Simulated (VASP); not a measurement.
Write the native input for VASP 6.6.1 that does the following.

* Task: single point
* Functional: PBE
* Potentials or basis: VASP PAW PBE potentials, release 64 (Cu, Ru_pv)
* Cutoff: 520 eV
* k mesh: 6 × 6 × 4
* Occupations: gaussian, width 0.1 eV
* Spin: no spin polarisation
* Dipole correction: no
* Further INCAR settings: ALGO = Normal; EDIFF = 1e-07; NBANDS = 42

The structure of CuRu4 lies in POSCAR:

```
CuRu4
1.0
    4.3935550000      0.0000000000      0.0000000000
   -2.1967775000      3.8049302400      0.0000000000
    0.0000000000      0.0000000000      4.4818735200
Cu Ru
1 4
Direct
    0.0000000000      0.0000000000      0.5000000000
    0.5000000000      0.0000000000      0.5000000000
    0.0000000000      0.5000000000      0.5000000000
    0.5000000000      0.5000000000      0.5000000000
    0.0000000000      0.0000000000      0.0000000000
```

These files were run (other wordings do the same):

INCAR

```
SYSTEM = CuRu4
  ALGO = Normal
  EDIFF = 1E-7
  ENCUT = 520
  GGA = PE
  ISIF = 2
  ISMEAR = 0
  LASPH = .True.
  LCHARG = .True.
  LELF = .True.
  LREAL = .False.
  LVHAR = .True.
  LWAVE = .False.
  NBANDS = 42
  NELM = 60
  PREC = Accurate
  SIGMA = 0.1
```

KPOINTS

```
k-points
0
Gamma
  6 6 4
  0 0 0
```

Potentials or basis: VASP PAW PBE potentials, release 64 (Cu, Ru_pv).

The run is started by

```sh
$ cat potpaw_PBE.64/Cu/POTCAR potpaw_PBE.64/Ru_pv/POTCAR > POTCAR
$ mpirun -np 1 vasp_std > vasp.out
```

Results of the run:

* Pressure: 86.7 GPa

It took 64 s on 1 thread of AMD EPYC 9R45 (Zen 5), on a shared host, peak memory 0.19 GiB.
